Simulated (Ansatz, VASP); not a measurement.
# Ba4AlAs: VASP beside Ansatz

File INCAR:

```
SYSTEM = Ba4AlAs
ALGO = Normal ; EDIFF = 1E-7
EDIFFG = -0.04 ; ENCUT = 500
GGA = PE ; GGA_COMPAT = .False.
IBRION = 2 ; ISIF = 3
ISMEAR = 0 ; LASPH = .True.
LCHARG = .False. ; LREAL = .False.
LWAVE = .False. ; NELM = 120
NELMIN = 4 ; NSW = 90
PREC = Accurate ; SIGMA = 0.1
```

KPOINTS

```
k-points
0
Gamma
  4 4 4
  0 0 0
```

POSCAR

```
Ba4AlAs
1.0
    0.0000000000      4.3904850600      4.3904850600
    4.3904850600      0.0000000000      4.3904850600
    4.3904850600      4.3904850600      0.0000000000
Ba Al As
4 1 1
Direct
    0.3759208700      0.3759208700      0.8722373800
    0.8722373800      0.3759208700      0.3759208700
    0.3759208700      0.3759208700      0.3759208700
    0.3759208700      0.8722373800      0.3759208700
    0.0000000000      0.0000000000      0.0000000000
    0.7500000000      0.7500000000      0.7500000000
```

Input for Ansatz:

```yaml
crystal:
  lattice:
    - [0.0, 4.39048506, 4.39048506]
    - [4.39048506, 0.0, 4.39048506]
    - [4.39048506, 4.39048506, 0.0]
  atoms:
    - { symbol: Ba, position: [0.37592087, 0.37592087, 0.87223738] }
    - { symbol: Ba, position: [0.87223738, 0.37592087, 0.37592087] }
    - { symbol: Ba, position: [0.37592087, 0.37592087, 0.37592087] }
    - { symbol: Ba, position: [0.37592087, 0.87223738, 0.37592087] }
    - { symbol: Al, position: [0.0, 0.0, 0.0] }
    - { symbol: As, position: [0.75, 0.75, 0.75] }
basis:
  ecutwfc: 420
kpoints:
  mp_grid: { grid: [4, 4, 4] }
hamiltonian:
  xc: pbe
scf:
  occupations: { method: gaussian, width: 0.1 }
  lower_state_search: "off"
output:
  forces: true
  stress: true
  eigenvalues: true
relax:
  adjacent_minimum: "off"
  f_tol: 0.04
  max_steps: 70
  cell: { stress_tol: 0.4 }
```

Change from the starting cell: species swapped into the TmCdCu4 type (F-43m, No. 216).

Alike in both runs: task relaxation of cell and atoms; functional PBE; k mesh 4 × 4 × 4; occupations gaussian, width 0.1 eV; no spin polarisation.

```csv
,VASP,Ansatz
version,VASP 6.6.1,Ansatz 0.2.0
potentials or method,"VASP PAW PBE potentials, release 64 (Ba_sv, Al, As), cutoff 500 eV","scalar-relativistic, plane waves, PAW"
valence electrons in the cell,48,58
```

|  | VASP | Ansatz | Ansatz less VASP |
| --- | --- | --- | --- |
| gap on the k mesh at the Fermi level, each at its own relaxed structure (eV) | none | none | - |
| relaxed volume (Å³/atom) | 40.93 | 39.46 | -1.471 |
| relaxed cell length with the largest relative difference (Å) | 7.029 | 6.944 | -0.0853 |

A gap of «none» marks a metal or a gap that the smearing closes. VASP's potentials hold 48 valence electrons a cell and Ansatz's 58, so a difference there can come from the potentials and not from the codes.

Neither program's run includes spin-orbit coupling. Noted on VASP's run: the volume moved by over 15 % at a fixed basis, so the end points are rough.
